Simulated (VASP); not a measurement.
# TiO2 (P1) in VASP: electric field gradients with PBE

Aim: the electric field gradients of TiO2 with PBE.

Everything below comes from runs of VASP 6.6.1. Logs are shortened: lines on timing, memory, paths and dates and some standing lists are left out, and cuts for length are marked.

### 1 The cell of the first run

The typed cell holds 12 atoms: a = 4.515 Å, b = 5.497 Å, c = 4.939 Å, α = 90.00°, β = 90.00°, γ = 90.00°.

### 2 Electric field gradients, PBE (atom 1 (Ti) moved by 0.10 Å)

INCAR reads:

```
PREC = Accurate
ENCUT = 520
EDIFF = 1E-8
ISMEAR = -1
SIGMA = 0.02
LREAL = False
LASPH = True
NELM = 60
ALGO = Normal
ISIF = 2
LWAVE = False
LCHARG = False
GGA = PE
LEFG = True
NBANDS = 60
```

KPOINTS reads:

```
regular mesh
0
Gamma
  5 4 4
```

POSCAR reads:

```
TiO2
1.0
    4.5150000000      0.0000000000      0.0000000000
    0.0000000000      5.4970000000      0.0000000000
    0.0000000000      0.0000000000      4.9390000000
Ti O
4 8
Direct
    0.0000000000      0.1745283019      0.2702470136
    0.5000000000      0.3254716981      0.7500000000
    0.0000000000      0.8254716981      0.7500000000
    0.5000000000      0.6745283019      0.2500000000
    0.2703969330      0.3819147933      0.4196939629
    0.2296030670      0.1180852067      0.9196939629
    0.7703969330      0.1180852067      0.5803060371
    0.7296030670      0.3819147933      0.0803060371
    0.7296030670      0.6180852067      0.5803060371
    0.7703969330      0.8819147933      0.0803060371
    0.2296030670      0.8819147933      0.4196939629
    0.2703969330      0.6180852067      0.9196939629
```

Potentials or basis: VASP PAW PBE potentials, release 64 (Ti_sv, O).

Run with:

```sh
$ cat potpaw_PBE.64/Ti_sv/POTCAR potpaw_PBE.64/O/POTCAR > POTCAR
$ mpirun -np 1 vasp_std > vasp.out
```

OUTCAR:

```text
PREC = Accurate
   ENCUT = 520
   EDIFF = 1E-8
   ISMEAR = -1
   LREAL = False
   LASPH = True
   NELM = 60
   ISIF = 2
   GGA = PE

 ion  position               nearest neighbor table
   1  0.000  0.175  0.270-   5 1.83   7 1.88   8 1.92   6 2.04  11 2.05  10 2.13
   2  0.500  0.325  0.750-   6 1.87   7 1.87   5 1.96   8 1.96   9 2.09  12 2.09
   3  0.000  0.825  0.750-   9 1.87  12 1.87  11 1.96  10 1.96   6 2.09   7 2.09
   4  0.500  0.675  0.250-  10 1.87  11 1.87   9 1.96  12 1.96   5 2.09   8 2.09
   5  0.270  0.382  0.420-   1 1.83   2 1.96   4 2.09
   6  0.230  0.118  0.920-   2 1.87   1 2.04   3 2.09
   7  0.770  0.118  0.580-   2 1.87   1 1.88   3 2.09
   8  0.730  0.382  0.080-   1 1.92   2 1.96   4 2.09
   9  0.730  0.618  0.580-   3 1.87   4 1.96   2 2.09
  10  0.770  0.882  0.080-   4 1.87   3 1.96   1 2.13
  11  0.230  0.882  0.420-   4 1.87   3 1.96   1 2.05
  12  0.270  0.618  0.920-   3 1.87   4 1.96   2 2.09

  LATTYP: Found a simple orthorhombic cell.
 ALAT       =     4.5150000000
 B/A-ratio  =     1.0939091916
 C/A-ratio  =     1.2174972315

  Lattice vectors:

 A1 = (  -4.5150000000,   0.0000000000,   0.0000000000)
 A2 = (   0.0000000000,   0.0000000000,   4.9390000000)
 A3 = (   0.0000000000,   5.4970000000,   0.0000000000)

Analysis of symmetry for initial positions (statically):
=====================================================================
 Subroutine PRICEL returns:
 Original cell was already a primitive cell.

 Routine SETGRP: Setting up the symmetry group for a
 simple orthorhombic supercell.

 Subroutine GETGRP returns: Found  1 space group operations
 (whereof  1 operations were pure point group operations)
 out of a pool of  8 trial point group operations.

The static configuration has the point symmetry C_1 .

Analysis of symmetry for dynamics (positions and initial velocities):
=====================================================================
 Subroutine PRICEL returns:
 Original cell was already a primitive cell.

 Routine SETGRP: Setting up the symmetry group for a
 simple orthorhombic supercell.

 Subroutine GETGRP returns: Found  1 space group operations
 (whereof  1 operations were pure point group operations)
 out of a pool of  8 trial point group operations.

The dynamic configuration has the point symmetry C_1 .

 Subroutine INISYM returns: Found  1 space group operations
 (whereof  1 operations are pure point group operations),
 and found     1 'primitive' translations

----------------------------------------------------------------------------------------

                                     Primitive cell

  volume of cell :     122.5808

  direct lattice vectors                    reciprocal lattice vectors
     4.515000000  0.000000000  0.000000000     0.221483942  0.000000000  0.000000000
     0.000000000  5.497000000  0.000000000     0.000000000  0.181917409  0.000000000
     0.000000000  0.000000000  4.939000000     0.000000000  0.000000000  0.202470136

  length of vectors
     4.515000000  5.497000000  4.939000000     0.221483942  0.181917409  0.202470136

  position of ions in fractional coordinates (direct lattice)
     0.000000000  0.174528302  0.270247014
     0.500000000  0.325471698  0.750000000
     0.000000000  0.825471698  0.750000000
     0.500000000  0.674528302  0.250000000
     0.270396933  0.381914793  0.419693963
     0.229603067  0.118085207  0.919693963
     0.770396933  0.118085207  0.580306037
     0.729603067  0.381914793  0.080306037
     0.729603067  0.618085207  0.580306037
     0.770396933  0.881914793  0.080306037
     0.229603067  0.881914793  0.419693963
     0.270396933  0.618085207  0.919693963

  ion indices of the primitive-cell ions
   primitive index   ion index
                 1           1
                 2           2
                 3           3
                 4           4
                 5           5
[... 95 lines left out ...]
   EFERMI_NEDOS =   21; number of points for ismear=-14 and -15
   IALGO  =     38    algorithm
   IMIX   =      4    mixing-type and parameters
     AMIX     =   0.40;   BMIX     =  1.00
     AMIX_MAG =   1.60;   BMIX_MAG =  1.00
  volume/ion in A,a.u.               =      10.22        68.93
  Fermi-wavevector in a.u.,A,eV,Ry     =   1.509006  2.851609 30.981829  2.277100
  Thomas-Fermi vector in A             =   2.619386
   LORBIT       =      0    0 simple, 1 ext, 2 COOP (PROOUT), +10 PAW based schemes
   GGA     = PE    functional components
   LHFCALC =     F    Hartree Fock is set to
   AEXX    =    0.0000 exact exchange contribution
   IVDW    =     0    specifies the selected vdW correction
   LEPSILON=     F    determine dielectric tensor
   LRPA    =     F    only Hartree local field effects (RPA)
 non-spin polarized calculation
  energy-cutoff  :      520.00
  volume of cell :      122.58
 maximum number of plane-waves:      3320
 NGX is ok and might be reduce to    36
   NGX = 17   NGY = 21   NGZ = 19

 number of electron      96.0000015 magnetization

 Free energy of the ion-electron system (eV)
  ---------------------------------------------------
  ext. energy  EPLUGINS =         0.00000000
  ---------------------------------------------------
  free energy    TOTEN  =      -107.24629171 eV

  energy without entropy =     -107.24629171  energy(sigma->0) =     -107.24629171

 E-fermi :   5.1151     XC(G=0): -11.5497

 val. band max:        4.7243029071   @ k =   0.0000   0.0000   0.0000
 cond. band min:       7.3096262105   @ k =   0.0000   0.0000   0.5000
 fundamental gap:      2.5853233034
 Fermi energy:         5.1151061570

 k-point     1 :       0.0000    0.0000    0.0000
  band No.  band energies     occupation
      1     -51.7215      2.00000
      2     -51.7000      2.00000
      3     -51.6911      2.00000
      4     -51.6811      2.00000
      5     -28.1702      2.00000
      6     -28.0932      2.00000
[... 1501 lines left out ...]
     59       8.8041      0.00000
     60       8.9031      0.00000

 [... further k-points ...]
[... 5 lines left out ...]
  --------------------------------------------------------------------------------------
  -------------------------------------------------------------------------------------
  Total        5.7115917      5.2531702      3.4313350      0.1218141     -0.0272352     -0.2834022
  in kB       74.6526486     68.6609077     44.8488368      1.5921565     -0.3559745     -3.7041737
  external PRESSURE =      62.7207977 kB  Pullay stress =       0.0000000 kB

 VOLUME and BASIS-vectors are now :
 -----------------------------------------------------------------------------
  energy-cutoff  :      520.00
  volume of cell :      122.58
      direct lattice vectors                 reciprocal lattice vectors
     4.515000000  0.000000000  0.000000000     0.221483942  0.000000000  0.000000000
     0.000000000  5.497000000  0.000000000     0.000000000  0.181917409  0.000000000
     0.000000000  0.000000000  4.939000000     0.000000000  0.000000000  0.202470136

 POSITION                                       TOTAL-FORCE (eV/Angst)
 -----------------------------------------------------------------------------------
      0.00000      0.95938      1.33475        -0.188232     -0.059509     -1.762107
      2.25750      1.78912      3.70425        -0.345242      0.063068      1.055476
      0.00000      4.53762      3.70425         0.154372     -0.007010      0.681565
      2.25750      3.70788      1.23475         0.424159     -0.055653     -0.448463
      1.22084      2.09939      2.07287         0.200910      0.288526      0.170602
      1.03666      0.64911      4.54237         0.041675      0.130384     -0.043691
      3.47834      0.64911      2.86613        -0.117736     -0.242765      0.231489
      3.29416      2.09939      0.39663         0.083637     -0.142671      0.129516
      3.29416      3.39761      2.86613        -0.027115     -0.024717     -0.084460
      3.47834      4.84789      0.39663        -0.089615     -0.082397      0.067716
      1.03666      4.84789      2.07287        -0.121842      0.159686      0.085614
      1.22084      3.39761      4.54237        -0.014970     -0.026941     -0.083256
 -----------------------------------------------------------------------------------
    total drift:                                0.000015     -0.000133     -0.000171

  FREE ENERGIE OF THE ION-ELECTRON SYSTEM (eV)
  ---------------------------------------------------
  free  energy   TOTEN  =      -107.2462917082 eV

  energy  without entropy=     -107.2462917082  energy(sigma->0) =     -107.24629171

 Electric field gradients (V/A^2)
---------------------------------------------------------------------
 ion       V_xx      V_yy      V_zz      V_xy      V_xz      V_yz
---------------------------------------------------------------------
   1     -14.503    25.414   -10.911   -13.167    -5.712     4.123
   2     -12.996    25.053   -12.058    -2.167     8.662     2.900
   3     -13.054    25.271   -12.217    -2.101    -8.631    -2.585
   4     -13.015    25.161   -12.146     1.368     8.889    -0.250
   5      -6.843     1.305     5.537    17.284     6.246    -3.626
   6      -7.637    -0.054     7.691    19.806    -8.101     3.712
   7      -3.662     1.279     2.382   -22.980    -4.614    -2.156
   8      -4.083    -1.635     5.717   -25.694     8.857     1.945
   9      -5.490     0.810     4.680    20.341     6.565    -1.985
  10      -6.410    -1.058     7.468    20.159    -6.384     2.432
  11      -4.985     0.862     4.123   -22.524    -7.538    -3.014
  12      -5.718    -0.822     6.540   -22.141     7.256     3.269
---------------------------------------------------------------------

 Electric field gradients after diagonalization (V/A^2)
 (convention: |V_zz| > |V_xx| > |V_yy|)
----------------------------------------------------------------------
 ion       V_xx      V_yy      V_zz     asymmetry (V_yy - V_xx)/ V_zz
----------------------------------------------------------------------
   1     -20.504    -9.631    30.135       0.361
   2     -21.475    -3.865    25.340       0.695
   3     -21.511    -4.000    25.511       0.686
   4     -21.509    -3.702    25.210       0.706
   5      15.120     7.239   -22.359       0.352
   6      17.023     9.181   -26.205       0.299
   7      22.035     3.132   -25.167       0.751
   8      24.144     6.127   -30.271       0.595
   9      18.822     5.469   -24.291       0.550
  10      17.245     8.081   -25.326       0.362
  11      21.119     5.566   -26.685       0.583
  12      19.501     7.754   -27.255       0.431
----------------------------------------------------------------------

           NMR quadrupolar parameters

 Cq : quadrupolar parameter    Cq=e*Q*V_zz/h
 eta: asymmetry parameters     (V_yy - V_xx)/ V_zz
 Q  : nuclear electric quadrupole moment in mb (millibarn)
----------------------------------------------------------------------
 ion       Cq(MHz)       eta       Q (mb)
----------------------------------------------------------------------
   1       0.073       0.361       1.000
   2       0.061       0.695       1.000
   3       0.062       0.686       1.000
   4       0.061       0.706       1.000
   5      -0.054       0.352       1.000
   6      -0.063       0.299       1.000
   7      -0.061       0.751       1.000
   8      -0.073       0.595       1.000
   9      -0.059       0.550       1.000
  10      -0.061       0.362       1.000
  11      -0.065       0.583       1.000
  12      -0.066       0.431       1.000
----------------------------------------------------------------------
```

Run time: 11 min. Hardware: 1 thread of Intel Xeon 8259CL, shared host; peak memory 0.37 GiB.

What came out:

| Item | Value |
| --- | --- |
| Free energy | -107.2463 eV |
| Pressure | 6.3 GPa |
| Largest force | 1.773 eV/Å |
| Band gap on the k mesh | 2.59 eV (least direct gap 2.62 eV) |
| Largest electric field gradient by atom | Ti +30.1, +25.3, +25.5, +25.2; O -22.4, -26.2, -25.2, -30.3, -24.3, -25.3, -26.7, -27.3 V/Å² |

Forces on the atoms (eV/Å):
```
Ti  -0.188 -0.060 -1.762
Ti  -0.345  0.063  1.055
Ti   0.154 -0.007  0.682
Ti   0.424 -0.056 -0.448
O    0.201  0.289  0.171
O    0.042  0.130 -0.044
O   -0.118 -0.243  0.231
O    0.084 -0.143  0.130
O   -0.027 -0.025 -0.084
O   -0.090 -0.082  0.068
O   -0.122  0.160  0.086
O   -0.015 -0.027 -0.083
```

Levels at points of the mesh, in eV from the valence-band top:
```csv
k point,band 45,band 46,band 47,band 48,band 49,band 50,band 51,band 52
"(0.00, 0.00, 0.00)",-0.52,-0.40,-0.06,0.00,2.62,2.68,2.79,2.81
"(0.00, 0.50, 0.00)",-1.23,-1.21,-0.18,-0.15,2.72,2.73,3.14,3.17
"(0.00, 0.00, 0.50)",-0.61,-0.38,-0.35,-0.22,2.59,2.63,3.00,3.05
"(0.00, 0.50, 0.50)",-0.62,-0.53,-0.44,-0.34,2.82,2.87,2.90,2.98
```

Electric field gradients, principal values (V/Å²):
| atom | least | middle | greatest (by size) |
| --- | --- | --- | --- |
| 1 Ti | -9.631 | -20.504 | 30.135 |
| 2 Ti | -3.865 | -21.475 | 25.340 |
| 3 Ti | -4.000 | -21.511 | 25.511 |
| 4 Ti | -3.702 | -21.509 | 25.210 |
| 5 O | 7.239 | 15.120 | -22.359 |
| 6 O | 9.181 | 17.023 | -26.205 |
| 7 O | 3.132 | 22.035 | -25.167 |
| 8 O | 6.127 | 24.144 | -30.271 |
| 9 O | 5.469 | 18.822 | -24.291 |
| 10 O | 8.081 | 17.245 | -25.326 |
| 11 O | 5.566 | 21.119 | -26.685 |
| 12 O | 7.754 | 19.501 | -27.255 |

Caveat: the cell differs from its parent crystal (atom 1 (Ti) moved by 0.10 Å); the cell stands under pressure; without QUAD_EFG the Cq values of the log hold for a quadrupole moment of 1 mb, not for the nuclei; an odd mesh through Γ misses points on the zone boundary, where band edges can lie; forces of over 1 eV/Å act on the atoms, so gaps and moduli don't describe the material at rest.
